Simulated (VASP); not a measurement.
Write the native input for VASP 6.6.1 that does the following.

* Task: single point
* Functional: PBEsol
* Potentials or basis: VASP PAW PBE potentials, release 64 (Al, Ga_d, N)
* Cutoff: 520 eV
* k mesh: 6 × 6 × 6
* Occupations: gaussian, width 0.05 eV
* Spin: no spin polarisation
* Dipole correction: no
* Further INCAR settings: ALGO = Normal; EDIFF = 1e-07; NBANDS = 41

The structure of AlGa3N4 lies in POSCAR:

```
AlGa3N4
1.0
    4.7803078317      0.0000000000      0.0000000000
    0.0000000000      4.4675774128      0.0000000000
    0.0000000000      0.0000000000      4.4675774128
Al Ga N
1 3 4
Direct
    0.0000000000      0.0000000000      0.0000000000
    0.4815783830      0.5000000336      0.0000000000
    0.5184216170      0.0000000000      0.4999997448
    0.0000000000      0.4999999664      0.5000002552
    0.7550464963      0.7493609283      0.2392682031
    0.7550463181      0.2506389141      0.7607318177
    0.2449536612      0.7607318861      0.7493609967
    0.2449535244      0.2392682715      0.2506389825
```

This cell differs from its parent crystal: mode 4 frozen in at -0.082 Å, normal strain along x +0.0700.

The input as run:

INCAR

```
PREC = Accurate
ENCUT = 520
EDIFF = 1E-7
ISMEAR = 0
SIGMA = 0.05
LREAL = False
LASPH = True
NELM = 80
ALGO = Normal
ISIF = 2
LWAVE = False
LCHARG = True
GGA = PS
LELF = True
LVHAR = True
NBANDS = 41
```

KPOINTS

```
Automatic mesh
0
Gamma
  6 6 6
```

Potentials or basis: VASP PAW PBE potentials, release 64 (Al, Ga_d, N).

Launch:

```sh
$ cat potpaw_PBE.64/Al/POTCAR potpaw_PBE.64/Ga_d/POTCAR potpaw_PBE.64/N/POTCAR > POTCAR
$ mpirun -np 1 vasp_std > vasp.out
```

Results of the run:

| Quantity | Value |
| --- | --- |
| Pressure | -11.5 GPa |
| Largest force | 0.726 eV/Å |
| Band gap on the k mesh | 1.70 eV, direct |

Caveat: the cell differs from its parent crystal (mode 4 frozen in at -0.082 Å, normal strain along x +0.0700); the PAW data sets were made with another functional, which shifts forces and pressure a little.

Run time: 3 min on 1 thread of Intel(R) Xeon(R) Platinum 8375C CPU @ 2.90GHz (Ice Lake), on a shared host, peak memory 0.29 GiB.
